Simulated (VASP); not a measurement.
**C: single point with r2SCAN**

Crystal: C.

```
C
1.0
    -2.42911    2.42911    2.50198
     2.42911   -2.42911    2.50198
     2.42911    2.42911   -2.50198
C
8
Direct
  0.32546 0.00000 0.00000
  0.67454 0.67454 0.67454
  0.00000 0.32546 0.00000
  0.00000 0.00000 0.32546
  0.00000 0.67454 0.00000
  0.32546 0.32546 0.32546
  0.67454 0.00000 0.00000
  0.00000 0.00000 0.67454
```

This cell differs from its parent crystal: strain +0.000 along x and y, +0.030 along z.

| Quantity | Value |
| --- | --- |
| Program | VASP 6.6.1 |
| Task | single point |
| Functional | r2SCAN |
| Potentials or basis | VASP PAW PBE potentials, release 64 (C) |
| Cutoff | 520 eV |
| k mesh | 8 × 8 × 8 |
| Occupations | gaussian, width 0.05 eV |
| Spin | no spin polarisation |
| Dipole correction | no |
| Further INCAR settings | ALGO = Normal; EDIFF = 1e-06; NBANDS = 26 |

```
Pressure               : -8.1 GPa
Largest force          : 0.504 eV/Å
Band gap on the k mesh : 2.79 eV (least direct gap 3.38 eV)
```

Forces on the atoms (eV/Å):
```
C   -0.174  0.174 -0.439
C   -0.174 -0.174  0.439
C    0.174 -0.174 -0.439
C    0.174  0.174  0.439
C   -0.174  0.174  0.439
C    0.174  0.174 -0.439
C    0.174 -0.174  0.439
C   -0.174 -0.174 -0.439
```

Stress tensor (GPa, compression positive):
```
 -3.06   0.00   0.00
  0.00  -3.06   0.00
  0.00   0.00 -18.29
```

Levels at points of the mesh, in eV from the valence-band top:
| k point | band 13 | band 14 | band 15 | band 16 | band 17 | band 18 | band 19 | band 20 |
| --- | --- | --- | --- | --- | --- | --- | --- | --- |
| (0.00, 0.00, 0.00) | -5.37 | -0.63 | -0.63 | -0.19 | 3.18 | 4.40 | 4.40 | 8.22 |
| (0.50, 0.00, 0.00) | -3.63 | -3.13 | -2.59 | -2.24 | 3.89 | 5.80 | 5.93 | 6.69 |
| (0.50, 0.50, 0.00) | -3.46 | -3.26 | -2.41 | -2.26 | 4.09 | 4.75 | 5.78 | 6.26 |
| (0.50, 0.50, 0.50) | -6.24 | -0.39 | 0.00 | 0.00 | 3.96 | 5.66 | 5.66 | 6.39 |

Run time: 2.6 min on 1 thread of Intel(R) Xeon(R) Platinum 8488C (Sapphire Rapids), on a shared host, peak memory 0.21 GiB.

Caveat: the cell differs from its parent crystal (strain +0.000 along x and y, +0.030 along z); the stress differs along the axes, from -18 to -3 GPa; the PAW data sets were made with another functional, which shifts forces and pressure a little. A k mesh can miss the band edges.
